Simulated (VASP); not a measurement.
Zr:

```
Zr
1.0
    -1.81000    1.81000    1.81000
     1.81000   -1.81000    1.81000
     1.81000    1.81000   -1.81000
Zr
1
Direct
  0.00000 0.00000 0.00000
```

```yaml
Program: VASP 6.6.1
Task: relaxation of cell and atoms
Functional: PBEsol
Potentials_or_basis: VASP PAW PBE potentials, release 64 (Zr_sv)
Cutoff: 500 eV
k_mesh: 8 × 8 × 8
Occupations: fermi-dirac, width 0.05 eV
Spin: no spin polarisation
```

At the start: pressure -6.3 GPa; volume 23.72 Å³/atom.

Problem. How do energy, volume and symmetry change on relaxing?

Solution. Over 6 steps the energy falls by 35.2 meV/atom and the volume is 22.01 Å³/atom (-7.2 %); space group Im-3m (No. 229, to 0.05 Å).

Step by step:
```tsv
step	energy change (eV)	largest force (eV/Å)	pressure (GPa)	volume (Å³)
1	0.0000	0.0000	-6.29	23.72
2	-0.0090	0.0000	6.46	20.66
3	-0.0352	0.0000	-0.05	22.03
4	-0.0352	0.0000	0.09	21.99
5	-0.0352	0.0000	-0.06	22.03
6	-0.0352	0.0000	0.00	22.01
```

Final structure:
```
Zr
1.0
    -1.76554    1.76554    1.76554
     1.76554   -1.76554    1.76554
     1.76554    1.76554   -1.76554
Zr
1
Direct
  0.00000 0.00000 0.00000
```

Caveat: the PAW data sets were made with another functional, which shifts forces and pressure a little.
